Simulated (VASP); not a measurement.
# AlN (P1) in VASP: single point with r2SCAN

Aim: the single point of AlN with r2SCAN.

Program: VASP 6.6.1. These are calculated values, not measurements. Logs are shortened: lines on timing, memory, paths and dates and some standing lists are left out, and cuts for length are marked.

## (1) The cell of the first run

The typed cell holds 8 atoms: a = 3.107 Å, b = 3.107 Å, c = 9.957 Å, α = 90.00°, β = 90.00°, γ = 120.00°.

## (2) Single point, r2SCAN (atoms moved at random)

POSCAR reads:

```
AlN
1.0
    3.1066653462      0.0000000000      0.0000000000
   -1.5533326731      2.6904511108      0.0000000000
    0.0000000000      0.0000000000      9.9568096823
Al N
4 4
Direct
    0.3352918255      0.6647626649      0.0007432154
    0.3332186579      0.6634768564      0.5028803644
    0.6679100188      0.3495602349      0.2515681381
    0.6626743812      0.3309100939      0.7525153297
    0.3318211362      0.6686334119      0.1910842447
    0.3403980045      0.6656866768      0.6898771356
    0.6595747009      0.3234173469      0.4394240114
    0.6691112751      0.3335527144      0.9419075606
```

INCAR.step1 reads:

```
ALGO = Normal ; EDIFF = 1E-4
ENCUT = 520 ; GGA = PE
ISMEAR = 0 ; LASPH = T
LCHARG = F ; LREAL = F
LWAVE = T ; NBANDS = 26
NELM = 60 ; PREC = Accurate
SIGMA = 0.05
```

INCAR.step2 reads:

```
ALGO = Normal ; EDIFF = 1E-7
ENCUT = 520 ; ISIF = 2
ISMEAR = 0 ; ISTART = 1
LASPH = T ; LCHARG = T
LELF = T ; LMIXTAU = T
LREAL = F ; LVHAR = T
LWAVE = F ; METAGGA = R2SCAN
NBANDS = 26 ; NELM = 60
PREC = Accurate ; SIGMA = 0.05
```

KPOINTS reads:

```
k-points
0
Gamma
  12 12 2
```

Potentials or basis: VASP PAW PBE potentials, release 64 (Al, N).

Started as:

```bash
cat potpaw_PBE.64/Al/POTCAR potpaw_PBE.64/N/POTCAR > POTCAR
cp INCAR.step1 INCAR
mpirun -np 1 vasp_std > vasp.out
cp INCAR.step2 INCAR
mpirun -np 1 vasp_std > vasp.out
```

OUTCAR:

```text
EDIFF = 1E-7
   ENCUT = 520
   ISIF = 2
   ISMEAR = 0
   ISTART = 1
   LASPH = T
   LREAL = F
   METAGGA = R2SCAN
   NELM = 60
   PREC = Accurate

 ion  position               nearest neighbor table
   1  0.335  0.665  0.001-   8 1.88   8 1.89   8 1.89   5 1.90   4 3.05   3 3.05   4 3.05   4 3.06
                             3 3.08   3 3.10
   2  0.333  0.663  0.503-   6 1.86   7 1.88   7 1.90   7 1.92   3 3.05   4 3.06   4 3.07   4 3.07
                             3 3.08   3 3.11
   3  0.668  0.350  0.252-   5 1.86   7 1.87   5 1.89   5 1.93   1 3.05   2 3.05   1 3.08   2 3.08
                             1 3.10   2 3.11
   4  0.663  0.331  0.753-   6 1.87   8 1.89   6 1.90   6 1.93   1 3.05   1 3.05   2 3.06   1 3.06
                             2 3.07   2 3.07
   5  0.332  0.669  0.191-   3 1.86   3 1.89   1 1.90   3 1.93
   6  0.340  0.666  0.690-   2 1.86   4 1.87   4 1.90   4 1.93
   7  0.660  0.323  0.439-   3 1.87   2 1.88   2 1.90   2 1.92
   8  0.669  0.334  0.942-   1 1.88   1 1.89   4 1.89   1 1.89

  LATTYP: Found a hexagonal cell.
 ALAT       =     3.1066653462
 C/A-ratio  =     3.2049830196

  Lattice vectors:

 A1 = (   3.1066653462,   0.0000000000,   0.0000000000)
 A2 = (  -1.5533326731,   2.6904511108,   0.0000000000)
 A3 = (   0.0000000000,   0.0000000000,   9.9568096823)

Analysis of symmetry for initial positions (statically):
=====================================================================
 Subroutine PRICEL returns:
 Original cell was already a primitive cell.

 Routine SETGRP: Setting up the symmetry group for a
 hexagonal supercell.

 Subroutine GETGRP returns: Found  1 space group operations
 (whereof  1 operations were pure point group operations)
 out of a pool of 24 trial point group operations.

The static configuration has the point symmetry C_1 .

Analysis of symmetry for dynamics (positions and initial velocities):
=====================================================================
 Subroutine PRICEL returns:
 Original cell was already a primitive cell.

 Routine SETGRP: Setting up the symmetry group for a
 hexagonal supercell.

 Subroutine GETGRP returns: Found  1 space group operations
 (whereof  1 operations were pure point group operations)
 out of a pool of 24 trial point group operations.

The dynamic configuration has the point symmetry C_1 .

 Subroutine INISYM returns: Found  1 space group operations
 (whereof  1 operations are pure point group operations),
 and found     1 'primitive' translations

----------------------------------------------------------------------------------------

                                     Primitive cell

  volume of cell :      83.2223

  direct lattice vectors                    reciprocal lattice vectors
     3.106665346  0.000000000  0.000000000     0.321888549  0.185842440  0.000000000
    -1.553332673  2.690451111  0.000000000     0.000000000  0.371684881  0.000000000
     0.000000000  0.000000000  9.956809682     0.000000000  0.000000000  0.100433777

  length of vectors
     3.106665346  3.106665346  9.956809682     0.371684881  0.371684881  0.100433777

  position of ions in fractional coordinates (direct lattice)
     0.335291826  0.664762665  0.000743215
     0.333218658  0.663476856  0.502880364
     0.667910019  0.349560235  0.251568138
     0.662674381  0.330910094  0.752515330
     0.331821136  0.668633412  0.191084245
     0.340398005  0.665686677  0.689877136
     0.659574701  0.323417347  0.439424011
     0.669111275  0.333552714  0.941907561

  ion indices of the primitive-cell ions
   primitive index   ion index
                 1           1
                 2           2
                 3           3
                 4           4
                 5           5
                 6           6
                 7           7
                 8           8

----------------------------------------------------------------------------------------

 KPOINTS: k-points

Automatic generation of k-mesh.
 Grid dimensions read from file:
 generate k-points for:   12   12    2

 Generating k-lattice:

  Cartesian coordinates                     Fractional coordinates (reciprocal lattice)
     0.026824046  0.015486870  0.000000000     0.083333333 -0.000000000  0.000000000
     0.000000000  0.030973740  0.000000000     0.000000000  0.083333333  0.000000000
     0.000000000  0.000000000  0.050216888     0.000000000  0.000000000  0.500000000

  Length of vectors
     0.030973740  0.030973740  0.050216888

  Shift w.r.t. Gamma in fractional coordinates (k-lattice)
     0.000000000  0.000000000  0.000000000

 Subroutine IBZKPT returns following result:
 ===========================================

 Found    148 irreducible k-points:

 Following reciprocal coordinates:
            Coordinates               Weight
  0.000000  0.000000  0.000000      1.000000
  0.083333 -0.000000  0.000000      2.000000
  0.000000  0.083333  0.000000      2.000000
 -0.083333  0.083333  0.000000      2.000000
  0.166667  0.000000  0.000000      2.000000
  0.000000  0.166667  0.000000      2.000000
[... 16 lines left out ...]
  0.166667  0.083333  0.000000      2.000000
 -0.083333  0.250000  0.000000      2.000000
 [... further k-points ...]
   k-points           NKPTS =    148   k-points in BZ     NKDIM =    148   number of bands    NBANDS=     26
   number of dos      NEDOS =    301   number of ions     NIONS =      8
   total plane-waves  NPLWV =  46080
   dimension x,y,z NGX =    24 NGY =   24 NGZ =   80
   dimension x,y,z NGXF=    48 NGYF=   48 NGZF=  160
   ions per type =               4   4
   NGX,Y,Z   is equivalent  to a cutoff of  12.84, 12.84, 13.36 a.u.
   NGXF,Y,Z  is equivalent  to a cutoff of  25.69, 25.69, 26.71 a.u.
 SYSTEM =  unknown system
   PREC   = accura    normal or accurate (medium, high low for compatibility)
   ISTART =      1    job   : 0-new  1-cont  2-samecut
   ICHARG =      0    charge: 1-file 2-atom 10-const
   ISPIN  =      1    spin polarized calculation?
   LNONCOLLINEAR =      F non collinear calculations
   LSORBIT =      F    spin-orbit coupling
   LASPH  =      T    aspherical Exc in radial PAW
   ENCUT  =  520.0 eV  38.22 Ry    6.18 a.u.   5.78  5.78 18.51*2*pi/ulx,y,z
   NELM   =     60;   NELMIN=  2; NELMDL=  0     # of ELM steps
   EDIFF  = 0.1E-06   stopping-criterion for ELM
   LREAL  =      F    real-space projection
   EDIFFG = 0.1E-05   stopping-criterion for IOM
   NSW    =      0    number of steps for IOM
   IBRION =     -1    ionic relax: 0-MD 1-quasi-New 2-CG
   NFREE  =      0    steps in history (QN), initial steepest desc. (CG)
   ISIF   =      2    stress and relaxation
   ISYM   =      2    0-nonsym 1-usesym 2-fastsym
   POTIM  = 0.5000    time-step for ionic-motion
   TEBEG  =    0.0;   TEEND  =   0.0 temperature during run
   PSTRESS=    0.0 pullay stress
   NELECT =      32.0000    total number of electrons
   NUPDOWN=      -1.0000    fix difference up-down
   EMIN   =  10.00;   EMAX   =-10.00  energy-range for DOS
   EFERMI =   0.00;   METHOD = LEGACY
   ISMEAR =     0;   SIGMA  =   0.05  broadening in eV -4-tet -1-fermi 0-gaus
   EFERMI_NEDOS =   21; number of points for ismear=-14 and -15
   IALGO  =     38    algorithm
   IMIX   =      4    mixing-type and parameters
     AMIX     =   0.40;   BMIX     =  1.00
     AMIX_MAG =   1.60;   BMIX_MAG =  1.00
  volume/ion in A,a.u.               =      10.40        70.20
  Fermi-wavevector in a.u.,A,eV,Ry     =   1.190451  2.249626 19.281821  1.417174
  Thomas-Fermi vector in A             =   2.326535
   LORBIT       =      0    0 simple, 1 ext, 2 COOP (PROOUT), +10 PAW based schemes
   METAGGA = R2SCAN    functional components
   LHFCALC =     F    Hartree Fock is set to
   AEXX    =    0.0000 exact exchange contribution
   IVDW    =     0    specifies the selected vdW correction
   LEPSILON=     F    determine dielectric tensor
   LRPA    =     F    only Hartree local field effects (RPA)
 non-spin polarized calculation
 Gauss-broadening in eV      SIGMA  =   0.05
  energy-cutoff  :      520.00
  volume of cell :       83.22
 maximum number of plane-waves:      2256
   NGX = 11   NGY = 11   NGZ = 37

 number of electron      31.9999997 magnetization

 Free energy of the ion-electron system (eV)
  ---------------------------------------------------
  ext. energy  EPLUGINS =         0.00000000
  ---------------------------------------------------
  free energy    TOTEN  =       -76.85796501 eV

  energy without entropy =      -76.85796501  energy(sigma->0) =      -76.85796501

 E-fermi :   6.1653     XC(G=0): -11.4164

 val. band max:        5.8720046189   @ k =   0.0000   0.0000   0.0000
 cond. band min:      10.8200923854   @ k =   0.0000   0.0000   0.0000
 fundamental gap:      4.9480877664
 Fermi energy:         6.1652541629

 k-point     1 :       0.0000    0.0000    0.0000
  band No.  band energies     occupation
      1     -10.0822      2.00000
      2      -9.1910      2.00000
      3      -9.1497      2.00000
      4      -7.9198      2.00000
      5      -0.1817      2.00000
      6       2.5052      2.00000
[... 18 lines left out ...]
     25      17.9376      0.00000
     26      18.2462      0.00000

 k-point     2 :       0.0833   -0.0000    0.0000
  band No.  band energies     occupation
      1      -9.9934      2.00000
      2      -9.1147      2.00000
      3      -9.0727      2.00000
      4      -7.8694      2.00000
      5      -0.0745      2.00000
      6       2.4863      2.00000
[... 18 lines left out ...]
     25      18.1808      0.00000
     26      18.5012      0.00000

 k-point     3 :       0.0000    0.0833    0.0000
  band No.  band energies     occupation
      1      -9.9933      2.00000
      2      -9.1146      2.00000
      3      -9.0727      2.00000
      4      -7.8697      2.00000
      5      -0.0742      2.00000
      6       2.4841      2.00000
[... 572 lines left out ...]
 k-point    23 :       0.1667    0.0833    0.0000
  band No.  band energies     occupation
      1      -9.4909      2.00000
      2      -8.6944      2.00000
      3      -8.6478      2.00000
      4      -7.6152      2.00000
      5       0.5468      2.00000
      6       2.0802      2.00000
[... 18 lines left out ...]
     25      18.3690      0.00000
     26      18.5135      0.00000

 k-point    24 :      -0.0833    0.2500    0.0000
  band No.  band energies     occupation
      1      -9.4891      2.00000
      2      -8.6937      2.00000
      3      -8.6473      2.00000
      4      -7.6170      2.00000
      5       0.5494      2.00000
      6       2.0623      2.00000
[... 18 lines left out ...]
     25      18.3272      0.00000
     26      18.4513      0.00000

 [... further k-points ...]
[... 5 lines left out ...]
  --------------------------------------------------------------------------------------
  -------------------------------------------------------------------------------------
  Total       -0.4268380     -0.7402444      0.9572149     -0.4979454     -0.2580616      0.2021468
  in kB       -8.2173895    -14.2510198     18.4280874     -9.5863340     -4.9681435      3.8916850
  external PRESSURE =      -1.3467740 kB  Pullay stress =       0.0000000 kB

 VOLUME and BASIS-vectors are now :
 -----------------------------------------------------------------------------
  energy-cutoff  :      520.00
  volume of cell :       83.22
      direct lattice vectors                 reciprocal lattice vectors
     3.106665346  0.000000000  0.000000000     0.321888549  0.185842440  0.000000000
    -1.553332673  2.690451111  0.000000000     0.000000000  0.371684881  0.000000000
     0.000000000  0.000000000  9.956809682     0.000000000  0.000000000  0.100433777

 POSITION                                       TOTAL-FORCE (eV/Angst)
 -----------------------------------------------------------------------------------
      0.00904      1.78851      0.00740        -0.069732      0.109405      0.311881
      0.00460      1.78505      5.00708        -0.122844     -0.207375     -0.848679
      1.53199      0.94047      2.50482         0.259788     -0.630373     -0.252187
      1.54469      0.89030      7.49265         0.445216      0.037417     -0.377606
     -0.00775      1.79893      1.90259        -0.177462      0.455712     -0.083813
      0.02347      1.79100      6.86898        -0.456891     -0.037853      0.718121
      1.54670      0.87014      4.37526         0.123236      0.359158      0.703880
      1.56059      0.89741      9.37839        -0.001310     -0.086091     -0.171596
 -----------------------------------------------------------------------------------
    total drift:                                0.000097      0.000030      0.018081

  FREE ENERGIE OF THE ION-ELECTRON SYSTEM (eV)
  ---------------------------------------------------
  free  energy   TOTEN  =       -76.8579650084 eV

  energy  without entropy=      -76.8579650084  energy(sigma->0) =      -76.85796501
```

Wall time 21 min (1 thread of Intel Xeon 6975P-C, shared host); peak memory 0.37 GiB.

Results:

```yaml
Free_energy: -76.8580 eV
Pressure: -0.1 GPa
Largest_force: 0.882 eV/Å
Band_gap_on_the_k_mesh: 4.95 eV
```

Forces in eV/Å, atoms in the order of the input:
```
Al  -0.070  0.109  0.312
Al  -0.123 -0.207 -0.849
Al   0.260 -0.630 -0.252
Al   0.445  0.037 -0.378
N   -0.177  0.456 -0.084
N   -0.457 -0.038  0.718
N    0.123  0.359  0.704
N   -0.001 -0.086 -0.172
```

Caveat: the cell differs from its parent crystal (atoms moved at random); the PAW data sets were made with another functional, which shifts forces and pressure a little. A k mesh can miss the band edges.
